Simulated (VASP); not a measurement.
# PbS (rocksalt type) (Fm-3m) in VASP: a series of runs, part 2 of 2

VASP 6.6.1. Earlier steps stand in the parts before.

### 3 Relaxation of cell and atoms, PBE, target pressure 22 GPa, at which the enthalpy is minimised

File INCAR:

```
PREC = Accurate
ENCUT = 600
EDIFF = 1E-7
ISMEAR = -1
SIGMA = 0.08
LREAL = False
LASPH = True
NELM = 80
ALGO = Normal
ISIF = 3
LWAVE = False
LCHARG = False
GGA = PE
IBRION = 2
NSW = 60
EDIFFG = -0.005
PSTRESS = 220.0
```

File KPOINTS:

```
regular mesh
0
Gamma
  13 13 13
```

File POSCAR:

```
PbS
1.0
    0.0000000000      2.7654408213      2.7654408213
    2.7654408213      0.0000000000      2.7654408213
    2.7654408213      2.7654408213      0.0000000000
Pb S
1 1
Direct
    0.0000000000      0.0000000000      0.0000000000
    0.5000000000      0.5000000000      0.5000000000
```

Potentials or basis: VASP PAW PBE potentials, release 64 (Pb_d, S).

On the command line:

```console
$ cat potpaw_PBE.64/Pb_d/POTCAR potpaw_PBE.64/S/POTCAR > POTCAR
$ mpirun -np 1 vasp_std > vasp.out
```

OUTCAR:

```text
PREC = Accurate
   ENCUT = 600
   EDIFF = 1E-7
   ISMEAR = -1
   LREAL = False
   LASPH = True
   NELM = 80
   ISIF = 3
   GGA = PE
   IBRION = 2
   NSW = 60
   EDIFFG = -0.005
   PSTRESS = 220.0

 ion  position               nearest neighbor table
   1  0.000  0.000  0.000-   2 2.77   2 2.77   2 2.77   2 2.77   2 2.77   2 2.77
   2  0.500  0.500  0.500-   1 2.77   1 2.77   1 2.77   1 2.77   1 2.77   1 2.77

  LATTYP: Found a face centered cubic cell.
 ALAT       =     5.5308816426

  Lattice vectors:

 A1 = (   0.0000000000,   2.7654408213,   2.7654408213)
 A2 = (   2.7654408213,   0.0000000000,   2.7654408213)
 A3 = (   2.7654408213,   2.7654408213,   0.0000000000)

Analysis of symmetry for initial positions (statically):
=====================================================================
 Subroutine PRICEL returns:
 Original cell was already a primitive cell.

 Routine SETGRP: Setting up the symmetry group for a
 face centered cubic supercell.

 Subroutine GETGRP returns: Found 48 space group operations
 (whereof 48 operations were pure point group operations)
 out of a pool of 48 trial point group operations.

The static configuration has the point symmetry O_h .

Analysis of symmetry for dynamics (positions and initial velocities):
=====================================================================
 Subroutine PRICEL returns:
 Original cell was already a primitive cell.

 Routine SETGRP: Setting up the symmetry group for a
 face centered cubic supercell.

 Subroutine GETGRP returns: Found 48 space group operations
 (whereof 48 operations were pure point group operations)
 out of a pool of 48 trial point group operations.

The dynamic configuration has the point symmetry O_h .

 Subroutine INISYM returns: Found 48 space group operations
 (whereof 48 operations are pure point group operations),
 and found     1 'primitive' translations

----------------------------------------------------------------------------------------

[... 131 lines left out ...]

 number of electron      20.0000001 magnetization

 Free energy of the ion-electron system (eV)
  ---------------------------------------------------
  ext. energy  EPLUGINS =         0.00000000
  ---------------------------------------------------
  free energy    TOTEN  =        -8.10293153 eV

  energy without entropy =       -8.10169358  energy(sigma->0) =       -8.10231256

------------------------ aborting loop because EDIFF is reached ----------------------------------------

  FORCE on cell =-STRESS in cart. coord.  units (eV):
  Direction    XX          YY          ZZ          XY          YZ          ZX
  --------------------------------------------------------------------------------------
  -------------------------------------------------------------------------------------
  Total        5.8550454      5.8550454      5.8550454      0.0000000      0.0000000      0.0000000
  in kB      221.7776337    221.7776337    221.7776337      0.0000000      0.0000000      0.0000000
  external PRESSURE =       1.7776337 kB  Pullay stress =     220.0000000 kB
[... 63 lines left out ...]
--------------------------------------- Ionic step        3  -------------------------------------------

 number of electron      20.0000001 magnetization

 Free energy of the ion-electron system (eV)
  ---------------------------------------------------
  ext. energy  EPLUGINS =         0.00000000
  ---------------------------------------------------
  free energy    TOTEN  =        -8.11038937 eV

  energy without entropy =       -8.10917113  energy(sigma->0) =       -8.10978025

 E-fermi :   8.8181     XC(G=0): -10.7039

 val. band max:        8.5788074491   @ k =  -0.3846   0.0769   0.0000
 cond. band min:       9.0555150648   @ k =  -0.4615   0.0769   0.0000
 fundamental gap:      0.4767076157
 Fermi energy:         8.8180868839

 k-point     1 :       0.0000    0.0000    0.0000
  band No.  band energies     occupation
      1      -8.4577      2.00000
      2      -8.4577      2.00000
      3      -8.4577      2.00000
      4      -8.4494      2.00000
      5      -8.4494      2.00000
      6      -6.8720      2.00000
      7       3.2995      2.00000
      8       5.5526      2.00000
      9       5.5526      2.00000
     10       5.5526      2.00000
     11      14.7257      0.00000
     12      14.7257      0.00000
     13      14.7257      0.00000
     14      14.9907      0.00000
[... 377 lines left out ...]
      1      -8.6054      2.00000
      2      -8.4904      2.00000
      3      -8.4575      2.00000
      4      -8.3892      2.00000
      5      -8.3528      2.00000
      6      -5.0010      2.00000
      7      -0.8509      2.00000
      8       4.9606      2.00000
      9       5.3333      2.00000
     10       7.0870      2.00000
     11      10.2937      0.00000
     12      11.6731      0.00000
     13      12.3326      0.00000
     14      15.6562      0.00000

 [... further k-points ...]

------------------------ aborting loop because EDIFF is reached ----------------------------------------

  FORCE on cell =-STRESS in cart. coord.  units (eV):
  Direction    XX          YY          ZZ          XY          YZ          ZX
  --------------------------------------------------------------------------------------
  -------------------------------------------------------------------------------------
  Total        5.8164349      5.8164349      5.8164349      0.0000000      0.0000000      0.0000000
  in kB      220.0337395    220.0337395    220.0337395      0.0000000      0.0000000      0.0000000
  external PRESSURE =       0.0337395 kB  Pullay stress =     220.0000000 kB
[... 21 lines left out ...]
  energy  without entropy=       -8.1091711347  energy(sigma->0) =       -8.10978025

  enthalpy is  TOTEN    =        -2.2948463945 eV   P V=        5.8155429798

 reached required accuracy - stopping structural energy minimisation
```

CONTCAR:

```text
PbS
   1.00000000000000
     0.0000000000000000    2.7666192338626350    2.7666192338626350
     2.7666192338626350   -0.0000000000000000    2.7666192338626350
     2.7666192338626350    2.7666192338626350    0.0000000000000000
  Pb              S
     1     1
Direct
     0.0000000000000000    0.0000000000000000    0.0000000000000000
     0.5000000000000000    0.5000000000000000    0.5000000000000000

  0.00000000E+00  0.00000000E+00  0.00000000E+00
  0.00000000E+00  0.00000000E+00  0.00000000E+00
```

Wall time 2.9 min (1 thread of Intel Xeon 8259CL, shared host); peak memory 0.23 GiB.

Results:

```yaml
Free_energy: -8.1104 eV
Relaxed_volume: 21.18 Å³/atom
Relaxed_cell: a = 3.913 Å, b = 3.913 Å, c = 3.913 Å, α = 60.00°, β = 60.00°, γ = 60.00°
Space_group_after_relaxing_to_0.1_Å: Fm-3m (No. 225)
Energy_change_on_relaxing_the_run_minimises_the_enthalpy: -3.7 meV/atom
Ionic_steps: 3
Pressure_after_relaxing: 22.0 GPa
```

The path:
```csv
step,energy change (eV),largest force (eV/Å),pressure (GPa),volume (Å³)
1,0.0000,0.0000,22.18,42.30
2,-0.0197,0.0000,21.72,42.44
3,-0.0075,0.0000,22.00,42.35
```

Final structure:
```
CELL_PARAMETERS angstrom
0.00000 2.76662 2.76662
2.76662 0.00000 2.76662
2.76662 2.76662 0.00000
ATOMIC_POSITIONS crystal
Pb 0.00000 0.00000 0.00000
S 0.50000 0.50000 0.50000
```

Caveat: this odd mesh misses L, so gap, dielectric constants and Born charges aren't listed; the cell is relaxed towards a set pressure, so the run minimises the enthalpy, not the energy; spin-orbit coupling is left out, which moves the levels of the heavy elements.
